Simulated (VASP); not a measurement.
Wanted: the native input for a VASP 6.6.1 run.

| Quantity | Value |
| --- | --- |
| Task | single point |
| Functional | r2SCAN |
| Potentials or basis | VASP PAW PBE potentials, release 64 (Ti_sv, Al) |
| Cutoff | 520 eV |
| k mesh | 10 × 10 × 6 |
| Occupations | gaussian, width 0.1 eV |
| Spin | no spin polarisation |
| Dipole correction | no |
| Further INCAR settings | ALGO = Normal; EDIFF = 1e-07; NBANDS = 36 |

Crystal: Ti3Al5.

```
CELL_PARAMETERS angstrom
3.86376 0.00000 0.00000
0.00000 3.97913 0.00000
0.00000 0.00000 7.99179
ATOMIC_POSITIONS crystal
Ti 0.00000 0.50000 0.26466
Ti 0.00000 0.50000 0.73534
Ti 0.50000 0.50000 0.00000
Al 0.00000 0.00000 0.00000
Al 0.00000 0.00000 0.50000
Al 0.50000 0.50000 0.50000
Al 0.50000 0.00000 0.24307
Al 0.50000 0.00000 0.75693
```

One way to write it, as run:

POSCAR

```
Ti3Al5
1.0
    3.8637609655      0.0000000000      0.0000000000
    0.0000000000      3.9791275571      0.0000000000
    0.0000000000      0.0000000000      7.9917878791
Ti Al
3 5
Direct
    0.0000000000      0.5000000000      0.2646550856
    0.0000000000      0.5000000000      0.7353449144
    0.5000000000      0.5000000000      0.0000000000
    0.0000000000      0.0000000000      0.0000000000
    0.0000000000      0.0000000000      0.5000000000
    0.5000000000      0.5000000000      0.5000000000
    0.5000000000      0.0000000000      0.2430727040
    0.5000000000      0.0000000000      0.7569272960
```

INCAR.step1

```
  ALGO = Normal
  EDIFF = 1E-4
  ENCUT = 520
  GGA = PE
  ISMEAR = 0
  LASPH = T
  LCHARG = F
  LREAL = F
  LWAVE = T
  NBANDS = 36
  NELM = 60
  PREC = Accurate
  SIGMA = 0.1
```

INCAR.step2

```
  ALGO = Normal
  EDIFF = 1E-7
  ENCUT = 520
  ISIF = 2
  ISMEAR = 0
  ISTART = 1
  LASPH = T
  LCHARG = F
  LMIXTAU = T
  LREAL = F
  LWAVE = F
  METAGGA = R2SCAN
  NBANDS = 36
  NELM = 60
  PREC = Accurate
  SIGMA = 0.1
```

KPOINTS

```
k-points
0
Gamma
  10 10 6
```

Potentials or basis: VASP PAW PBE potentials, release 64 (Ti_sv, Al).

The run is started by

```bash
$ cat potpaw_PBE.64/Ti_sv/POTCAR potpaw_PBE.64/Al/POTCAR > POTCAR
$ cp INCAR.step1 INCAR
$ mpirun -np 1 vasp_std > vasp.out
$ cp INCAR.step2 INCAR
$ mpirun -np 1 vasp_std > vasp.out
```

It gave:

```
Pressure               : 3.8 GPa
Largest force          : 0.009 eV/Å
Band gap on the k mesh : zero (an odd number of electrons rules out a gap without spin polarisation)
```

Caveat: the cell stands under pressure; the PAW data sets were made with another functional, which shifts forces and pressure a little.

Wall time 76 min on 1 thread of Oxide Virtual Turin-like Processor, on a shared host, peak memory 0.55 GiB.
